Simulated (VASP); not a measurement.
Write the native input for VASP 6.6.1 that does the following.

| Quantity | Value |
| --- | --- |
| Task | single point |
| Functional | PBEsol |
| Potentials or basis | VASP PAW PBE potentials, release 64 (N, B) |
| Cutoff | 520 eV |
| k mesh | 7 × 7 × 7 |
| Occupations | fermi-dirac, width 0.05 eV |
| Spin | no spin polarisation |
| Dipole correction | no |
| Further INCAR settings | ALGO = Normal; EDIFF = 1e-06; NBANDS = 11 |

The structure of BN lies in POSCAR:

```
BN
1.0
    1.2511217832      0.7223354983      3.3729344033
   -1.2511217832      0.7223354983      3.3729344033
    0.0000000000     -1.4446709966      3.3729344033
N B
1 1
Direct
    0.6142850000      0.6631530000      0.7208080000
    0.0329440000     -0.0333750000      0.0075340000
```

One way to write it, as run:

INCAR

```
PREC = Accurate
ENCUT = 520
EDIFF = 1E-6
ISMEAR = -1
SIGMA = 0.05
LREAL = False
LASPH = True
NELM = 60
ALGO = Normal
ISIF = 2
LWAVE = False
LCHARG = True
GGA = PS
LELF = True
LVHAR = True
NBANDS = 11
```

KPOINTS

```
Automatic mesh
0
Gamma
  7 7 7
```

Potentials or basis: VASP PAW PBE potentials, release 64 (N, B).

Command:

```bash
$ cat potpaw_PBE.64/N/POTCAR potpaw_PBE.64/B/POTCAR > POTCAR
$ mpirun -np 1 vasp_std > vasp.out
```

It gave:

The pressure is 15.6 GPa, the largest force is 10.016 eV/Å and the band gap on the k mesh is 2.79 eV, indirect (least direct gap 4.00 eV).

Caveat: the k points lie up to 0.42 Å⁻¹ apart; the PAW data sets were made with another functional, which shifts forces and pressure a little.

It took 55 s on 1 thread of Intel Xeon 6975P-C, on a shared host, peak memory 0.17 GiB.
